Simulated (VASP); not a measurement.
# CoH3 (Fm-3m) in VASP: single point with PBE

Aim: the single point of CoH3 with PBE.

Program: VASP 6.6.1. These are calculated values, not measurements. Logs are shortened: lines on timing, memory, paths and dates and some standing lists are left out, and cuts for length are marked.

## Step 1: The cell of the first run

The structure is cubic, space group Fm-3m (No. 225). The conventional cell has a = 4.164 Å, b = 4.164 Å, c = 4.164 Å, α = 90.00°, β = 90.00°, γ = 90.00°. Co (site symmetry m-3m) has 14 H at 1.80 to 2.08 Å within 2.4 Å. Within 2.4 Å of H (site symmetry m-3m) lie 8 H at 1.80 Å and 6 Co at 2.08 Å. Within 2.4 Å of H (site symmetry -43m) lie 4 Co at 1.80 Å and 10 H at 1.80 to 2.08 Å.

## Step 2: Single point, PBE, collinear spin, ferromagnetic start

Input file INCAR:

```
ALGO = Normal
EDIFF = 1E-6
ENCUT = 520
GGA = PE
ISIF = 2
ISMEAR = 0
ISPIN = 2
LASPH = T
LCHARG = T
LELF = T
LMAXMIX = 4
LORBIT = 11
LREAL = F
LVHAR = T
LWAVE = F
MAGMOM = 3 0 0 0
NBANDS = 18
NELM = 150
PREC = Accurate
SIGMA = 0.15
```

Input file KPOINTS:

```
k-points
0
Gamma
  5 5 5
```

Input file POSCAR:

```
CoH3
1.0
    0.0000000000      2.0817914499      2.0817914499
    2.0817914499      0.0000000000      2.0817914499
    2.0817914499      2.0817914499      0.0000000000
Co H
1 3
Direct
    0.0000000000      0.0000000000      0.0000000000
    0.5000000000      0.5000000000      0.5000000000
    0.2500000000      0.2500000000      0.2500000000
    0.7500000000      0.7500000000      0.7500000000
```

Potentials or basis: VASP PAW PBE potentials, release 64 (Co, H).

Launch:

```sh
> cat potpaw_PBE.64/Co/POTCAR potpaw_PBE.64/H/POTCAR > POTCAR
> mpirun -np 1 vasp_std > vasp.out
```

OUTCAR:

```text
EDIFF = 1E-6
   ENCUT = 520
   GGA = PE
   ISIF = 2
   ISMEAR = 0
   ISPIN = 2
   LASPH = T
   LORBIT = 11
   LREAL = F
   NELM = 150
   PREC = Accurate

 ion  position               nearest neighbor table
   1  0.000  0.000  0.000-   4 1.80   4 1.80   4 1.80   3 1.80   4 1.80   3 1.80   3 1.80   3 1.80

   2  0.500  0.500  0.500-
   3  0.250  0.250  0.250-   1 1.80   1 1.80   1 1.80   1 1.80
   4  0.750  0.750  0.750-   1 1.80   1 1.80   1 1.80   1 1.80

  LATTYP: Found a face centered cubic cell.
 ALAT       =     4.1635828998

  Lattice vectors:

 A1 = (   0.0000000000,   2.0817914499,   2.0817914499)
 A2 = (   2.0817914499,   0.0000000000,   2.0817914499)
 A3 = (   2.0817914499,   2.0817914499,   0.0000000000)

Analysis of symmetry for initial positions (statically):
=====================================================================
 Subroutine PRICEL returns:
 Original cell was already a primitive cell.

 Routine SETGRP: Setting up the symmetry group for a
 face centered cubic supercell.

 Subroutine GETGRP returns: Found 48 space group operations
 (whereof 48 operations were pure point group operations)
 out of a pool of 48 trial point group operations.

The static configuration has the point symmetry O_h .

Analysis of symmetry for dynamics (positions and initial velocities):
=====================================================================
 Subroutine PRICEL returns:
 Original cell was already a primitive cell.

 Routine SETGRP: Setting up the symmetry group for a
 face centered cubic supercell.

 Subroutine GETGRP returns: Found 48 space group operations
 (whereof 48 operations were pure point group operations)
 out of a pool of 48 trial point group operations.

The dynamic configuration has the point symmetry O_h .

Analysis of structural, dynamic, and magnetic symmetry:
=====================================================================
 Subroutine PRICEL returns:
 Original cell was already a primitive cell.

 Routine SETGRP: Setting up the symmetry group for a
 face centered cubic supercell.

 Subroutine GETGRP returns: Found 48 space group operations
 (whereof 48 operations were pure point group operations)
 out of a pool of 48 trial point group operations.

The overall configuration has the point symmetry O_h .

 Subroutine INISYM returns: Found 48 space group operations
 (whereof 48 operations are pure point group operations),
 and found     1 'primitive' translations

----------------------------------------------------------------------------------------

                                     Primitive cell

  volume of cell :      18.0444

  direct lattice vectors                    reciprocal lattice vectors
     0.000000000  2.081791450  2.081791450    -0.240177757  0.240177757  0.240177757
     2.081791450  0.000000000  2.081791450     0.240177757 -0.240177757  0.240177757
     2.081791450  2.081791450  0.000000000     0.240177757  0.240177757 -0.240177757

  length of vectors
     2.944097702  2.944097702  2.944097702     0.416000077  0.416000077  0.416000077

  position of ions in fractional coordinates (direct lattice)
     0.000000000  0.000000000  0.000000000
     0.500000000  0.500000000  0.500000000
     0.250000000  0.250000000  0.250000000
     0.750000000  0.750000000  0.750000000

  ion indices of the primitive-cell ions
   primitive index   ion index
                 1           1
                 2           2
                 3           3
                 4           4

----------------------------------------------------------------------------------------

 KPOINTS: k-points

Automatic generation of k-mesh.
 Grid dimensions read from file:
 generate k-points for:    5    5    5

 Generating k-lattice:

  Cartesian coordinates                     Fractional coordinates (reciprocal lattice)
    -0.048035551  0.048035551  0.048035551     0.200000000  0.000000000  0.000000000
     0.048035551 -0.048035551  0.048035551     0.000000000  0.200000000  0.000000000
     0.048035551  0.048035551 -0.048035551     0.000000000  0.000000000  0.200000000

  Length of vectors
     0.083200015  0.083200015  0.083200015

  Shift w.r.t. Gamma in fractional coordinates (k-lattice)
     0.000000000  0.000000000  0.000000000

 Subroutine IBZKPT returns following result:
 ===========================================

 Found     10 irreducible k-points:

 Following reciprocal coordinates:
            Coordinates               Weight
  0.000000  0.000000  0.000000      1.000000
  0.200000  0.000000  0.000000      8.000000
  0.400000  0.000000  0.000000      8.000000
  0.200000  0.200000  0.000000      6.000000
  0.400000  0.200000  0.000000     24.000000
 -0.400000  0.200000  0.000000     24.000000
 -0.200000  0.200000  0.000000     12.000000
  0.400000  0.400000  0.000000      6.000000
 -0.400000  0.400000  0.000000     12.000000
 -0.400000  0.400000  0.200000     24.000000
   k-points           NKPTS =     10   k-points in BZ     NKDIM =     10   number of bands    NBANDS=     18
   number of dos      NEDOS =    301   number of ions     NIONS =      4
   total plane-waves  NPLWV =  13824
   dimension x,y,z NGX =    24 NGY =   24 NGZ =   24
   dimension x,y,z NGXF=    48 NGYF=   48 NGZF=   48
   ions per type =               1   3
   NGX,Y,Z   is equivalent  to a cutoff of  13.55, 13.55, 13.55 a.u.
   NGXF,Y,Z  is equivalent  to a cutoff of  27.10, 27.10, 27.10 a.u.
 SYSTEM =  unknown system
   PREC   = accura    normal or accurate (medium, high low for compatibility)
   ISTART =      0    job   : 0-new  1-cont  2-samecut
   ICHARG =      2    charge: 1-file 2-atom 10-const
   ISPIN  =      2    spin polarized calculation?
   LNONCOLLINEAR =      F non collinear calculations
   LSORBIT =      F    spin-orbit coupling
   LASPH  =      T    aspherical Exc in radial PAW
   ENCUT  =  520.0 eV  38.22 Ry    6.18 a.u.   5.47  5.47  5.47*2*pi/ulx,y,z
   NELM   =    150;   NELMIN=  2; NELMDL= -5     # of ELM steps
   EDIFF  = 0.1E-05   stopping-criterion for ELM
   LREAL  =      F    real-space projection
   EDIFFG = 0.1E-04   stopping-criterion for IOM
   NSW    =      0    number of steps for IOM
   IBRION =     -1    ionic relax: 0-MD 1-quasi-New 2-CG
   NFREE  =      0    steps in history (QN), initial steepest desc. (CG)
   ISIF   =      2    stress and relaxation
   ISYM   =      2    0-nonsym 1-usesym 2-fastsym
   POTIM  = 0.5000    time-step for ionic-motion
   TEBEG  =    0.0;   TEEND  =   0.0 temperature during run
   PSTRESS=    0.0 pullay stress
   NELECT =      12.0000    total number of electrons
   NUPDOWN=      -1.0000    fix difference up-down
   EMIN   =  10.00;   EMAX   =-10.00  energy-range for DOS
   EFERMI =   0.00;   METHOD = LEGACY
   ISMEAR =     0;   SIGMA  =   0.15  broadening in eV -4-tet -1-fermi 0-gaus
   EFERMI_NEDOS =   21; number of points for ismear=-14 and -15
   IALGO  =     38    algorithm
   IMIX   =      4    mixing-type and parameters
     AMIX     =   0.40;   BMIX     =  1.00
     AMIX_MAG =   1.60;   BMIX_MAG =  1.00
  volume/ion in A,a.u.               =       4.51        30.44
  Fermi-wavevector in a.u.,A,eV,Ry     =   1.428964  2.700351 27.782264  2.041939
  Thomas-Fermi vector in A             =   2.548969
   LORBIT       =     11    0 simple, 1 ext, 2 COOP (PROOUT), +10 PAW based schemes
   GGA     = PE    functional components
   LHFCALC =     F    Hartree Fock is set to
   AEXX    =    0.0000 exact exchange contribution
   IVDW    =     0    specifies the selected vdW correction
   LEPSILON=     F    determine dielectric tensor
   LRPA    =     F    only Hartree local field effects (RPA)
 spin polarized calculation
 Gauss-broadening in eV      SIGMA  =   0.15
  energy-cutoff  :      520.00
  volume of cell :       18.04
 maximum number of plane-waves:       531
 NGX is ok and might be reduce to    24
   NGX = 11   NGY = 11   NGZ = 11

 number of electron      11.9999999 magnetization      -0.0188585

 number of electron      11.9999999 magnetization       0.0009554

 Free energy of the ion-electron system (eV)
  ---------------------------------------------------
  ext. energy  EPLUGINS =         0.00000000
  ---------------------------------------------------
  free energy    TOTEN  =       -15.30083019 eV

  energy without entropy =      -15.30083001  energy(sigma->0) =      -15.30083010

 E-fermi :   9.0268     XC(G=0): -12.7195

 val. band max:        8.5127718942   @ k =  -0.4000   0.4000   0.0000
 cond. band min:       9.5478053995   @ k =  -0.4000   0.2000   0.0000
 fundamental gap:      1.0350335053
 Fermi energy:         9.0267703295

 spin component 1

 k-point     1 :       0.0000    0.0000    0.0000
  band No.  band energies     occupation
      1      -6.0520      1.00000
      2       6.3663      1.00000
      3       6.3663      1.00000
      4       6.3663      1.00000
      5       7.4032      1.00000
      6       7.4032      1.00000
[... 186 lines left out ...]
      4       7.0994      1.00000
      5       7.7259      1.00000
      6       8.4803      1.00000
[... 10 lines left out ...]
     17      38.9050      0.00000
     18      44.6280      0.00000
 Fermi energy:         9.0267703295

 spin component 2

 k-point     1 :       0.0000    0.0000    0.0000
  band No.  band energies     occupation
      1      -6.0520      1.00000
      2       6.3674      1.00000
      3       6.3674      1.00000
      4       6.3674      1.00000
      5       7.4041      1.00000
      6       7.4041      1.00000
[... 187 lines left out ...]
      5       7.7272      1.00000
      6       8.4814      1.00000
[... 10 lines left out ...]
     17      38.9053      0.00000
     18      44.6091      0.00000

------------------------ aborting loop because EDIFF is reached ----------------------------------------

  FORCE on cell =-STRESS in cart. coord.  units (eV):
  Direction    XX          YY          ZZ          XY          YZ          ZX
  --------------------------------------------------------------------------------------
  -------------------------------------------------------------------------------------
  Total       -0.0103544     -0.0103544     -0.0103544      0.0000000      0.0000000     -0.0000000
  in kB       -0.9193780     -0.9193780     -0.9193780      0.0000000      0.0000000     -0.0000000
  external PRESSURE =      -0.9193780 kB  Pullay stress =       0.0000000 kB

 VOLUME and BASIS-vectors are now :
 -----------------------------------------------------------------------------
  energy-cutoff  :      520.00
  volume of cell :       18.04
      direct lattice vectors                 reciprocal lattice vectors
     0.000000000  2.081791450  2.081791450    -0.240177757  0.240177757  0.240177757
     2.081791450  0.000000000  2.081791450     0.240177757 -0.240177757  0.240177757
     2.081791450  2.081791450  0.000000000     0.240177757  0.240177757 -0.240177757

 POSITION                                       TOTAL-FORCE (eV/Angst)
 -----------------------------------------------------------------------------------
      0.00000      0.00000      0.00000         0.000000      0.000000     -0.000000
      2.08179      2.08179      2.08179         0.000000      0.000000     -0.000000
      1.04090      1.04090      1.04090         0.000000      0.000000      0.000000
      3.12269      3.12269      3.12269        -0.000000     -0.000000     -0.000000
 -----------------------------------------------------------------------------------
    total drift:                               -0.000000     -0.000000     -0.000000

  FREE ENERGIE OF THE ION-ELECTRON SYSTEM (eV)
  ---------------------------------------------------
  free  energy   TOTEN  =       -15.3008301925 eV

  energy  without entropy=      -15.3008300097  energy(sigma->0) =      -15.30083010

 total charge

# of ion       s       p       d       tot
------------------------------------------
    1        0.309   0.474   7.654   8.437
    2        0.400   0.027   0.000   0.427
    3        0.502   0.032   0.000   0.534
    4        0.502   0.032   0.000   0.534
--------------------------------------------------
tot          1.713   0.564   7.654   9.931

 magnetization (x)

# of ion       s       p       d       tot
------------------------------------------
    1       -0.000  -0.000   0.000   0.000
    2       -0.000  -0.000   0.000  -0.000
    3       -0.000  -0.000   0.000  -0.000
    4       -0.000  -0.000   0.000  -0.000
--------------------------------------------------
tot         -0.000  -0.000   0.000   0.000
```

It took 6.5 s on 1 thread of Intel Xeon 6975P-C (Granite Rapids), shared host; peak memory 0.15 GiB.

Results:

```yaml
Free_energy: -15.3008 eV
Pressure: -0.1 GPa
Band_gap_on_the_k_mesh: 1.03 eV, indirect (least direct gap 1.18 eV)
Net_moment: 0.00 μB per cell
Valence_electrons_inside_the_program's_atomic_spheres: Co 8.44; H 0.43, 0.53
```

Levels at points of the mesh, in eV from the valence-band top:
Spin up:
| k point | band 4 | band 5 | band 6 | band 7 | band 8 | band 9 |
| --- | --- | --- | --- | --- | --- | --- |
| (0.00, 0.00, 0.00) | -2.15 | -1.11 | -1.11 | 1.73 | 5.44 | 14.87 |
Spin down:
```tsv
k point	band 4	band 5	band 6	band 7	band 8	band 9
(0.00, 0.00, 0.00)	-2.15	-1.11	-1.11	1.73	5.44	14.87
```

Caveat: the k points lie up to 0.52 Å⁻¹ apart; the starting moments collapsed, and a magnetic state may lie lower. A k mesh can miss the band edges.
